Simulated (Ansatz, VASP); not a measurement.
Two plane-wave programs on MgO

File POSCAR:

```
MgO
1.0
    0.0000000000      2.1351500000      2.1351500000
    2.1351500000      0.0000000000      2.1351500000
    2.1351500000      2.1351500000      0.0000000000
Mg O
1 1
Direct
    0.0292719481     -0.0292719481      0.0292719481
    0.5000000000      0.5000000000      0.5000000000
```

The input INCAR.step1:

```
PREC     = Accurate       # precision mode
ENCUT    = 750            # plane-wave cutoff, eV
ISMEAR   = 0              # smearing method
SIGMA    = 0.05           # smearing width, eV
LREAL    = F              # projectors in reciprocal space
LASPH    = T              # aspherical terms in the spheres
NELM     = 120            # most SCF steps
NBANDS   = 15             # bands
GGA      = PE             # functional
ALGO     = Normal         # electronic algorithm
EDIFF    = 1E-5           # SCF threshold, eV
LWAVE    = T              # write WAVECAR
LCHARG   = F              # write CHGCAR
GGA_COMPAT= F
```

File INCAR.step2:

```
PREC     = Accurate       # precision mode
ENCUT    = 750            # plane-wave cutoff, eV
EDIFF    = 1E-6           # SCF threshold, eV
ISMEAR   = 0              # smearing method
SIGMA    = 0.05           # smearing width, eV
LREAL    = F              # projectors in reciprocal space
LASPH    = T              # aspherical terms in the spheres
NELM     = 120            # most SCF steps
ALGO     = Normal         # electronic algorithm
ISIF     = 2              # what is computed and relaxed
LWAVE    = F              # write WAVECAR
LCHARG   = T              # write CHGCAR
METAGGA  = R2SCAN         # meta-GGA
LMIXTAU  = T            
LELF     = T              # ELF
LVHAR    = T            
NBANDS   = 15             # bands
ISTART   = 1            
GGA_COMPAT= F
```

The input KPOINTS:

```
regular mesh
0
Gamma
  10 10 10
```

Input for Ansatz:

```yaml
crystal:
  lattice:
    - [0.0, 2.13515, 2.13515]
    - [2.13515, 0.0, 2.13515]
    - [2.13515, 2.13515, 0.0]
  atoms:
    - { symbol: Mg, position: [0.0292719481, -0.0292719481, 0.0292719481] }
    - { symbol: O, position: [0.5, 0.5, 0.5] }
basis:
  ecutwfc: 500
kpoints:
  mp_grid: { grid: [10, 10, 10] }
hamiltonian:
  xc: r2scan
scf:
  occupations: { method: gaussian, width: 0.05 }
output:
  forces: true
  stress: true
  eigenvalues: true
```

Change from the starting cell: all Mg atoms moved +0.125 Å, as atom 1 along Cartesian [0 1 0].

Alike in both runs: task single point; functional r2SCAN; k mesh 10 × 10 × 10; occupations gaussian, width 0.05 eV; no spin polarisation.

|  | VASP | Ansatz |
| --- | --- | --- |
| version | VASP 6.6.1 | Ansatz 0.2.0 |
| potentials or method | VASP PAW PBE potentials, release 64 (Mg_sv, O), cutoff 750 eV | scalar-relativistic, plane waves, PAW |
| valence electrons in the cell | 16 | 16 |

|  | VASP | Ansatz | Ansatz less VASP |
| --- | --- | --- | --- |
| gap on the k mesh at the Fermi level (eV) | 5.24 | 5.22 | -0.025 |
| least direct gap on the mesh (eV) | 5.24 | 5.22 | -0.025 |
| pressure (GPa) | -5.9 | -5.7 | +0.20 |
| traceless stress, the component that is largest in VASP (GPa) | 3.30 | 3.24 | -0.070 |
| rms of the force components (eV/Å) | 0.367 | 0.361 | -0.0050 |

VASP's potentials were made for PBE, not for r2SCAN. Atom by atom the forces differ by 0.005 eV/Å (rms over components). The functional is the same, so the differences come from potentials, cutoffs and numerics.
